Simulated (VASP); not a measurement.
# Bi2Se3 (R-3m) in VASP: electric field gradients with PBE

Aim: the electric field gradients of Bi2Se3 with PBE.

Everything below comes from runs of VASP 6.6.1. Logs are shortened: lines on timing, memory, paths and dates and some standing lists are left out, and cuts for length are marked.

**1. The cell of the first run**

The structure is trigonal, space group R-3m (No. 166). Conventional cell: a = 3.930 Å, b = 3.930 Å, c = 27.428 Å, α = 90.00°, β = 90.00°, γ = 120.00°. Bi (site symmetry 3m) has 6 Se at 2.83 to 2.90 Å within 3.7 Å. Se (site symmetry 3m) has 3 Bi at 2.83 Å and 3 Se at 3.13 Å within 3.7 Å. Se (site symmetry -3m) has 6 Bi at 2.90 Å and 6 Se at 3.93 Å within 4.0 Å.

**2. Electric field gradients, PBE**

Input file INCAR:

```
ALGO = Normal
EDIFF = 1E-8
ENCUT = 520
GGA = PE
ISIF = 2
ISMEAR = -1
KPAR = 4
LASPH = T
LCHARG = F
LEFG = T
LREAL = F
LWAVE = F
NBANDS = 32
NELM = 100
PREC = Accurate
SIGMA = 0.02
```

Input file KPOINTS:

```
k-points
0
Gamma
  13 13 13
```

Input file POSCAR:

```
Bi2Se3
1.0
    1.9649607440      1.1344706145      9.1426638165
   -1.9649607440      1.1344706145      9.1426638165
    0.0000000000     -2.2689412290      9.1426638165
Bi Se
2 3
Direct
    0.6010000000      0.6010000000      0.6010000000
    0.3990000000      0.3990000000      0.3990000000
    0.7940000000      0.7940000000      0.7940000000
    0.2060000000      0.2060000000      0.2060000000
    0.0000000000      0.0000000000      0.0000000000
```

Potentials or basis: VASP PAW PBE potentials, release 64 (Bi_d, Se).

The run is started by

```bash
> cat potpaw_PBE.64/Bi_d/POTCAR potpaw_PBE.64/Se/POTCAR > POTCAR
> mpirun -np 4 vasp_std > vasp.out
```

OUTCAR:

```text
EDIFF = 1E-8
   ENCUT = 520
   GGA = PE
   ISIF = 2
   ISMEAR = -1
   LASPH = T
   LREAL = F
   NELM = 100
   PREC = Accurate

 ion  position               nearest neighbor table
   1  0.601  0.601  0.601-   4 2.83   4 2.83   4 2.83   5 2.90   5 2.90   5 2.90
   2  0.399  0.399  0.399-   3 2.83   3 2.83   3 2.83   5 2.90   5 2.90   5 2.90
   3  0.794  0.794  0.794-   2 2.83   2 2.83   2 2.83
   4  0.206  0.206  0.206-   1 2.83   1 2.83   1 2.83
   5  0.000  0.000  0.000-   1 2.90   1 2.90   2 2.90   2 2.90   1 2.90   2 2.90

  LATTYP: Found a trigonal (rhomboedric) cell.
 ALAT       =     9.4199997857
 COS(alpha) =     0.9129766161

  Lattice vectors:

 A1 = (   1.9649607440,   1.1344706145,   9.1426638165)
 A2 = (  -1.9649607440,   1.1344706145,   9.1426638165)
 A3 = (   0.0000000000,  -2.2689412290,   9.1426638165)

Analysis of symmetry for initial positions (statically):
=====================================================================
 Subroutine PRICEL returns:
 Original cell was already a primitive cell.

 Routine SETGRP: Setting up the symmetry group for a
 trigonal (rhombohedral) supercell.

 Subroutine GETGRP returns: Found 12 space group operations
 (whereof 12 operations were pure point group operations)
 out of a pool of 12 trial point group operations.

The static configuration has the point symmetry D_3d.

Analysis of symmetry for dynamics (positions and initial velocities):
=====================================================================
 Subroutine PRICEL returns:
 Original cell was already a primitive cell.

 Routine SETGRP: Setting up the symmetry group for a
 trigonal (rhombohedral) supercell.

 Subroutine GETGRP returns: Found 12 space group operations
 (whereof 12 operations were pure point group operations)
 out of a pool of 12 trial point group operations.

The dynamic configuration has the point symmetry D_3d.

 Subroutine INISYM returns: Found 12 space group operations
 (whereof 12 operations are pure point group operations),
 and found     1 'primitive' translations

----------------------------------------------------------------------------------------

[... 147 lines left out ...]

 val. band max:        7.1831339490   @ k =   0.0000   0.0000   0.0000
 cond. band min:       7.2521210568   @ k =   0.0000   0.0000   0.0000
 fundamental gap:      0.0689871078
 Fermi energy:         7.2176262496

 k-point     1 :       0.0000    0.0000    0.0000
  band No.  band energies     occupation
      1     -16.4560      2.00000
      2     -16.4560      2.00000
      3     -16.4510      2.00000
      4     -16.4510      2.00000
      5     -16.4330      2.00000
      6     -16.4278      2.00000
[... 829 lines left out ...]
     31      11.7077      0.00000
     32      12.4502      0.00000

 [... further k-points ...]

------------------------ aborting loop because EDIFF is reached ----------------------------------------

  FORCE on cell =-STRESS in cart. coord.  units (eV):
  Direction    XX          YY          ZZ          XY          YZ          ZX
  --------------------------------------------------------------------------------------
  -------------------------------------------------------------------------------------
  Total        9.7985464      9.7985464      8.7863468     -0.0000000     -0.0000000      0.0000000
  in kB      128.3811042    128.3811042    115.1192078     -0.0000000     -0.0000000      0.0000000
  external PRESSURE =     123.9604720 kB  Pullay stress =       0.0000000 kB

 VOLUME and BASIS-vectors are now :
 -----------------------------------------------------------------------------
  energy-cutoff  :      520.00
  volume of cell :      122.28
      direct lattice vectors                 reciprocal lattice vectors
     1.964960744  1.134470615  9.142663817     0.254458010  0.146911400  0.036459104
    -1.964960744  1.134470615  9.142663817    -0.254458010  0.146911400  0.036459104
     0.000000000 -2.268941229  9.142663817     0.000000000 -0.293822801  0.036459104

 POSITION                                       TOTAL-FORCE (eV/Angst)
 -----------------------------------------------------------------------------------
      0.00000      0.00000     16.48422         0.000000     -0.000000     -1.147513
      0.00000      0.00000     10.94377         0.000000      0.000000      1.147513
      0.00000      0.00000     21.77783         0.000000      0.000000     -0.271585
      0.00000      0.00000      5.65017         0.000000      0.000000      0.271585
      0.00000      0.00000      0.00000         0.000000      0.000000     -0.000000
 -----------------------------------------------------------------------------------
    total drift:                                0.000000      0.000000     -0.000000

  FREE ENERGIE OF THE ION-ELECTRON SYSTEM (eV)
  ---------------------------------------------------
  free  energy   TOTEN  =       -19.2582249036 eV

  energy  without entropy=      -19.2582093945  energy(sigma->0) =      -19.25821715

 Electric field gradients (V/A^2)
---------------------------------------------------------------------
 ion       V_xx      V_yy      V_zz      V_xy      V_xz      V_yz
---------------------------------------------------------------------
   1     -12.219   -12.219    24.439    -0.000    -0.000    -0.000
   2     -12.219   -12.219    24.439    -0.000    -0.000    -0.000
   3     -33.964   -33.964    67.928     0.000     0.000    -0.000
   4     -33.964   -33.964    67.928     0.000    -0.000    -0.000
   5     -27.422   -27.422    54.845     0.000     0.000    -0.000
---------------------------------------------------------------------

 Electric field gradients after diagonalization (V/A^2)
 (convention: |V_zz| > |V_xx| > |V_yy|)
----------------------------------------------------------------------
 ion       V_xx      V_yy      V_zz     asymmetry (V_yy - V_xx)/ V_zz
----------------------------------------------------------------------
   1     -12.219   -12.219    24.439       0.000
   2     -12.219   -12.219    24.439       0.000
   3     -33.964   -33.964    67.928       0.000
   4     -33.964   -33.964    67.928       0.000
   5     -27.422   -27.422    54.845       0.000
----------------------------------------------------------------------

           NMR quadrupolar parameters

 Cq : quadrupolar parameter    Cq=e*Q*V_zz/h
 eta: asymmetry parameters     (V_yy - V_xx)/ V_zz
 Q  : nuclear electric quadrupole moment in mb (millibarn)
----------------------------------------------------------------------
 ion       Cq(MHz)       eta       Q (mb)
----------------------------------------------------------------------
   1       0.059       0.000       1.000
   2       0.059       0.000       1.000
   3       0.164       0.000       1.000
   4       0.164       0.000       1.000
   5       0.133       0.000       1.000
----------------------------------------------------------------------
```

stdout:

```text
POSCAR found type information on POSCAR BiSe
 POSCAR found :  2 types and       5 ions
 scaLAPACK will be used
 LDA part: xc-table for (Slater+PW92), standard interpolation
 POSCAR, INCAR and KPOINTS ok, starting setup
 FFT: planning ... GRIDC
 FFT: planning ... GRID_SOFT
 FFT: planning ... GRID
 WAVECAR not read
 entering main loop
ion   1

ion   2

ion   3

ion   4

ion   5
```

Wall time 45 min (4 MPI ranks of Oxide Virtual Turin-like, shared host); peak memory 1.2 GiB.

What came out:

- Free energy: -19.2582 eV
- Pressure: 12.4 GPa
- Largest force: 1.148 eV/Å
- Band gap on the k mesh: 0.07 eV
- Largest electric field gradient by atom: Bi +24.4; Se +67.9, +54.8 (each value once) V/Å²

Forces on the atoms (eV/Å):
```
Bi   0.000  0.000 -1.148
Bi   0.000  0.000  1.148
Se   0.000  0.000 -0.272
Se   0.000  0.000  0.272
Se   0.000  0.000  0.000
```

Stress tensor (GPa, compression positive):
```
12.84  0.00  0.00
 0.00 12.84  0.00
 0.00  0.00 11.51
```

Electric field gradients, principal values (V/Å²):
```csv
atom,least,middle,greatest (by size)
1 Bi,-12.219,-12.219,24.439
2 Bi,-12.219,-12.219,24.439
3 Se,-33.964,-33.964,67.928
4 Se,-33.964,-33.964,67.928
5 Se,-27.422,-27.422,54.845
```

Caveat: the cell stands under pressure; without QUAD_EFG the Cq values of the log hold for a quadrupole moment of 1 mb, not for the nuclei; spin-orbit coupling is left out, which moves the levels of the heavy elements; forces of over 1 eV/Å act on the atoms, so gaps and moduli don't describe the material at rest. A k mesh can miss the band edges.
